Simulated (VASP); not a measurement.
# Ni in VASP: single point with LDA

Aim: the single point of Ni with LDA.

Everything below comes from runs of VASP 6.6.1. Logs are shortened: lines on timing, memory, paths and dates and some standing lists are left out, and cuts for length are marked.

**1. The cell of the first run**

The typed cell holds 5 atoms: a = 3.473 Å, b = 9.188 Å, c = 2.389 Å, α = 82.11°, β = 136.60°, γ = 100.89°.

**2. Single point, LDA, collinear spin, ferromagnetic start**

File INCAR:

```
SYSTEM = Ni
  PREC = Accurate
  ENCUT = 600
  EDIFF = 1E-6
  ISMEAR = 0
  SIGMA = 0.1
  LREAL = .False.
  LASPH = .True.
  NELM = 200
  ALGO = Normal
  ISIF = 2
  LWAVE = .False.
  LCHARG = .False.
  ISPIN = 2
  MAGMOM = 0.7 0.7 0.7 0.7 0.7
  LORBIT = 11
  LMAXMIX = 4
  GGA = CA
  NBANDS = 37
  ISYM = 0
  GGA_COMPAT = .False.
  KPAR = 4
```

File KPOINTS:

```
Automatic mesh
0
Gamma
  10 4 21
  0 0 0
```

File POSCAR:

```
Ni
1.0
    3.4728896339     -0.0000000009      0.0004414912
   -1.7364448193      9.0228320158     -0.0001845407
   -1.7362357248      0.0000066003      1.6417014071
Ni
5
Direct
    0.4000000000      0.8000000000      0.0000000000
    0.2000000000      0.4000000000      0.0000000000
    0.8000000000      0.6000000000      0.0000000000
    0.0000000000      0.0000000000      0.0000000000
    0.6000000000      0.2000000000      0.0000000000
```

Potentials or basis: VASP PAW LDA potentials, release 64 (Ni).

On the command line:

```console
> cat potpaw_LDA.64/Ni/POTCAR > POTCAR
> mpirun -np 4 vasp_std > vasp.out
```

OUTCAR:

```text
SYSTEM = Ni
   PREC = Accurate
   ENCUT = 600
   EDIFF = 1E-6
   ISMEAR = 0
   LREAL = .False.
   LASPH = .True.
   NELM = 200
   ISIF = 2
   ISPIN = 2
   LORBIT = 11
   GGA = CA
   ISYM = 0

 ion  position               nearest neighbor table
   1  0.400  0.800  0.000-   3 2.44   4 2.44   3 2.44   4 2.44   3 2.50   4 2.50   3 2.50   4 2.50

   2  0.200  0.400  0.000-   5 2.44   3 2.44   5 2.44   3 2.44   5 2.50   3 2.50   5 2.50   3 2.50

   3  0.800  0.600  0.000-   1 2.44   2 2.44   1 2.44   2 2.44   1 2.50   2 2.50   1 2.50   2 2.50

   4  0.000  0.000  0.000-   1 2.44   5 2.44   5 2.44   1 2.44   1 2.50   5 2.50   5 2.50   1 2.50

   5  0.600  0.200  0.000-   2 2.44   4 2.44   2 2.44   4 2.44   2 2.50   4 2.50   2 2.50   4 2.50

IMPORTANT INFORMATION: All symmetrisations will be switched off!
NOSYMM: (Re-)initialisation of all symmetry stuff for point group C_1.

----------------------------------------------------------------------------------------

                                     Primitive cell

  volume of cell :      51.4501

  direct lattice vectors                    reciprocal lattice vectors
     3.472889634 -0.000000001  0.000441491     0.287905945  0.055413752  0.304484250
    -1.736444819  9.022832016 -0.000184541     0.000000000  0.110829948 -0.000000445
    -1.736235725  0.000006600  1.641701407    -0.000077425 -0.000002444  0.609042283

  length of vectors
     3.472889662  9.188402376  2.389497437     0.422695133  0.110829948  0.609042288

  position of ions in fractional coordinates (direct lattice)
     0.400000000  0.800000000  1.000000000
     0.200000000  0.400000000  1.000000000
     0.800000000  0.600000000  1.000000000
     0.000000000  0.000000000  0.000000000
     0.600000000  0.200000000  1.000000000

  ion indices of the primitive-cell ions
   primitive index   ion index
                 1           1
                 2           2
                 3           3
                 4           4
                 5           5

----------------------------------------------------------------------------------------

 KPOINTS: Automatic mesh

Automatic generation of k-mesh.
 Grid dimensions read from file:
 generate k-points for:   10    4   21

 Generating k-lattice:

  Cartesian coordinates                     Fractional coordinates (reciprocal lattice)
     0.028790595  0.005541375  0.030448425     0.100000000 -0.000000000 -0.000000000
     0.000000000  0.027707487 -0.000000111     0.000000000  0.250000000  0.000000000
    -0.000003687 -0.000000116  0.029002013     0.000000000 -0.000000000  0.047619048

  Length of vectors
     0.042269513  0.027707487  0.029002014

  Shift w.r.t. Gamma in fractional coordinates (k-lattice)
     0.000000000  0.000000000  0.000000000

 -----------------------------------------------------------------------------
|                                                                             |
|           W    W    AA    RRRRR   N    N  II  N    N   GGGG   !!!           |
|           W    W   A  A   R    R  NN   N  II  NN   N  G    G  !!!           |
|           W    W  A    A  R    R  N N  N  II  N N  N  G       !!!           |
|           W WW W  AAAAAA  RRRRR   N  N N  II  N  N N  G  GGG   !            |
|           WW  WW  A    A  R   R   N   NN  II  N   NN  G    G                |
|           W    W  A    A  R    R  N    N  II  N    N   GGGG   !!!           |
|                                                                             |
|     Your reciprocal lattice and k-lattice belong to different lattice       |
|     classes:                                                                |
|                                                                             |
|        The reciprocal lattice is base-centered monoclinic,                  |
|        whereas your k-lattice is triclinic.                                 |
|                                                                             |
|     Results are often still useful ...                                      |
|                                                                             |
 -----------------------------------------------------------------------------

 WARNING: IBZKPT: internal override: KBLOWUP is changed to .FALSE.
      ... skipping the blow-up phase ...

 Subroutine IBZKPT returns following result:
 ===========================================

 Found    422 irreducible k-points:

 Following reciprocal coordinates:
            Coordinates               Weight
  0.000000  0.000000  0.000000      1.000000
  0.100000 -0.000000  0.000000      2.000000
  0.200000 -0.000000  0.000000      2.000000
  0.300000 -0.000000  0.000000      2.000000
  0.400000 -0.000000  0.000000      2.000000
  0.500000 -0.000000  0.000000      1.000000
[... 16 lines left out ...]
  0.000000  0.000000  0.047619      2.000000
  0.100000 -0.000000  0.047619      2.000000
 [... further k-points ...]
   k-points           NKPTS =    422   k-points in BZ     NKDIM =    422   number of bands    NBANDS=     37
   number of dos      NEDOS =    301   number of ions     NIONS =      5
   total plane-waves  NPLWV =  44800
   dimension x,y,z NGX =    28 NGY =   80 NGZ =   20
   dimension x,y,z NGXF=    56 NGYF=  160 NGZF=   40
   ions per type =               5
   NGX,Y,Z   is equivalent  to a cutoff of  13.40, 14.47, 13.91 a.u.
   NGXF,Y,Z  is equivalent  to a cutoff of  26.81, 28.95, 27.83 a.u.
 SYSTEM =  Ni
   PREC   = accura    normal or accurate (medium, high low for compatibility)
   ISTART =      0    job   : 0-new  1-cont  2-samecut
   ICHARG =      2    charge: 1-file 2-atom 10-const
   ISPIN  =      2    spin polarized calculation?
   LNONCOLLINEAR =      F non collinear calculations
   LSORBIT =      F    spin-orbit coupling
   LASPH  =      T    aspherical Exc in radial PAW
   ENCUT  =  600.0 eV  44.10 Ry    6.64 a.u.   6.94 18.35  4.77*2*pi/ulx,y,z
   NELM   =    200;   NELMIN=  2; NELMDL= -5     # of ELM steps
   EDIFF  = 0.1E-05   stopping-criterion for ELM
   LREAL  =      F    real-space projection
   EDIFFG = 0.1E-04   stopping-criterion for IOM
   NSW    =      0    number of steps for IOM
   IBRION =     -1    ionic relax: 0-MD 1-quasi-New 2-CG
   NFREE  =      0    steps in history (QN), initial steepest desc. (CG)
   ISIF   =      2    stress and relaxation
   ISYM   =      0    0-nonsym 1-usesym 2-fastsym
   POTIM  = 0.5000    time-step for ionic-motion
   TEBEG  =    0.0;   TEEND  =   0.0 temperature during run
   PSTRESS=    0.0 pullay stress
   NELECT =      50.0000    total number of electrons
   NUPDOWN=      -1.0000    fix difference up-down
   EMIN   =  10.00;   EMAX   =-10.00  energy-range for DOS
   EFERMI =   0.00;   METHOD = LEGACY
   ISMEAR =     0;   SIGMA  =   0.10  broadening in eV -4-tet -1-fermi 0-gaus
   EFERMI_NEDOS =   21; number of points for ismear=-14 and -15
   IALGO  =     38    algorithm
   IMIX   =      4    mixing-type and parameters
     AMIX     =   0.40;   BMIX     =  1.00
     AMIX_MAG =   1.60;   BMIX_MAG =  1.00
  volume/ion in A,a.u.               =      10.29        69.44
  Fermi-wavevector in a.u.,A,eV,Ry     =   1.621571  3.064325 35.776427  2.629493
  Thomas-Fermi vector in A             =   2.715326
   LORBIT       =     11    0 simple, 1 ext, 2 COOP (PROOUT), +10 PAW based schemes
   GGA     = CA    functional components
   LHFCALC =     F    Hartree Fock is set to
   AEXX    =    0.0000 exact exchange contribution
   IVDW    =     0    specifies the selected vdW correction
   LEPSILON=     F    determine dielectric tensor
   LRPA    =     F    only Hartree local field effects (RPA)
 spin polarized calculation
 Gauss-broadening in eV      SIGMA  =   0.10
  energy-cutoff  :      600.00
  volume of cell :       51.45
 maximum number of plane-waves:      1734
   NGX = 13   NGY = 37   NGZ =  9

 number of electron      50.0000011 magnetization       2.9056566

 Free energy of the ion-electron system (eV)
  ---------------------------------------------------
  ext. energy  EPLUGINS =         0.00000000
  ---------------------------------------------------
  free energy    TOTEN  =       -32.80191587 eV

  energy without entropy =      -32.75528054  energy(sigma->0) =      -32.77859820

 E-fermi :   9.8268     XC(G=0): -13.9451

 val. band max:        9.8267230001   @ k =   0.0000   0.0000   0.1429
 cond. band min:       9.8268394821   @ k =   0.0000   0.0000   0.1429
 fundamental gap:      0.0001164820
 Fermi energy:         9.8268184150

 spin component 1

 k-point     1 :       0.0000    0.0000    0.0000
  band No.  band energies     occupation
      1       0.4684      1.00000
      2       2.3407      1.00000
      3       2.3407      1.00000
      4       4.8068      1.00000
      5       4.8068      1.00000
      6       5.6113      1.00000
[... 29 lines left out ...]
     36      27.1720      0.00000
     37      31.5551      0.00000

 k-point     2 :       0.1000   -0.0000    0.0000
  band No.  band energies     occupation
      1       0.7570      1.00000
      2       2.4214      1.00000
      3       2.7564      1.00000
      4       4.9608      1.00000
      5       4.9914      1.00000
      6       5.6789      1.00000
[... 29 lines left out ...]
     36      27.6393      0.00000
     37      28.2208      0.00000
[... 838 lines left out ...]
     36      26.5704      0.00000
     37      30.2439      0.00000

 k-point    24 :       0.1000   -0.0000    0.0476
  band No.  band energies     occupation
      1       1.1697      1.00000
      2       2.7764      1.00000
      3       3.0982      1.00000
      4       5.1969      1.00000
      5       5.2199      1.00000
      6       5.7967      1.00000
[... 29 lines left out ...]
     36      26.7982      0.00000
     37      26.8171      0.00000

 [... further k-points ...]

 spin component 2

 k-point     1 :       0.0000    0.0000    0.0000
  band No.  band energies     occupation
      1       0.5132      1.00000
      2       2.3941      1.00000
      3       2.3941      1.00000
      4       5.0961      1.00000
      5       5.0961      1.00000
      6       6.1286      1.00000
[... 29 lines left out ...]
     36      27.2654      0.00000
     37      31.6717      0.00000

 k-point     2 :       0.1000   -0.0000    0.0000
  band No.  band energies     occupation
      1       0.8023      1.00000
      2       2.4759      1.00000
      3       2.8156      1.00000
      4       5.2460      1.00000
      5       5.2986      1.00000
      6       6.1925      1.00000
[... 29 lines left out ...]
     36      27.7290      0.00000
     37      28.3644      0.00000
[... 838 lines left out ...]
     36      26.6695      0.00000
     37      30.3818      0.00000

 k-point    24 :       0.1000   -0.0000    0.0476
  band No.  band energies     occupation
      1       1.2161      1.00000
      2       2.8373      1.00000
      3       3.1651      1.00000
      4       5.4972      1.00000
      5       5.5414      1.00000
      6       6.3022      1.00000
[... 29 lines left out ...]
     36      26.9072      0.00000
     37      26.9768      0.00000

 [... further k-points ...]

------------------------ aborting loop because EDIFF is reached ----------------------------------------

  FORCE on cell =-STRESS in cart. coord.  units (eV):
  Direction    XX          YY          ZZ          XY          YZ          ZX
  --------------------------------------------------------------------------------------
  -------------------------------------------------------------------------------------
  Total       -1.6406573     -3.8233401     -0.1360567      0.0089887     -0.0038622     -0.0086317
  in kB      -51.0907224   -119.0603376     -4.2368598      0.2799126     -0.1202718     -0.2687952
  external PRESSURE =     -58.1293066 kB  Pullay stress =       0.0000000 kB

 VOLUME and BASIS-vectors are now :
 -----------------------------------------------------------------------------
  energy-cutoff  :      600.00
  volume of cell :       51.45
      direct lattice vectors                 reciprocal lattice vectors
     3.472889634 -0.000000001  0.000441491     0.287905945  0.055413752  0.304484250
    -1.736444819  9.022832016 -0.000184541     0.000000000  0.110829948 -0.000000445
    -1.736235725  0.000006600  1.641701407    -0.000077425 -0.000002444  0.609042283

 POSITION                                       TOTAL-FORCE (eV/Angst)
 -----------------------------------------------------------------------------------
     -0.00000      7.21827      0.00003         0.000021     -0.000018     -0.000046
     -0.00000      3.60913      0.00001         0.000046      0.000119     -0.000086
      1.73644      5.41370      0.00024        -0.000047     -0.000240      0.000085
      0.00000      0.00000      0.00000         0.000001     -0.000101     -0.000000
      1.73644      1.80457      0.00023        -0.000021      0.000240      0.000046
 -----------------------------------------------------------------------------------
    total drift:                               -0.000001     -0.000070      0.000000

  FREE ENERGIE OF THE ION-ELECTRON SYSTEM (eV)
  ---------------------------------------------------
  free  energy   TOTEN  =       -32.8019158656 eV

  energy  without entropy=      -32.7552805444  energy(sigma->0) =      -32.77859820

 total charge

# of ion       s       p       d       tot
------------------------------------------
    1        0.523   0.547   8.356   9.425
    2        0.523   0.547   8.356   9.426
    3        0.523   0.547   8.356   9.425
    4        0.523   0.547   8.356   9.426
    5        0.523   0.547   8.356   9.425
--------------------------------------------------
tot          2.616   2.733  41.779  47.128

 magnetization (x)

# of ion       s       p       d       tot
------------------------------------------
    1       -0.005  -0.017   0.605   0.582
    2       -0.005  -0.017   0.605   0.582
    3       -0.005  -0.017   0.605   0.582
    4       -0.005  -0.017   0.605   0.582
    5       -0.005  -0.017   0.605   0.583
--------------------------------------------------
tot         -0.024  -0.087   3.023   2.912
```

It took 5.8 min on 4 MPI ranks of Intel Xeon 6975P-C (Granite Rapids), shared host; peak memory 1.2 GiB.

Results:

- Free energy: -32.8019 eV
- Pressure: -5.8 GPa
- Net moment: 2.91 μB per cell
- Site moments: Ni +0.58 μB
- Valence electrons inside the program's atomic spheres: Ni 9.43

Caveat: the stress differs along the axes, from -12 to -0 GPa.
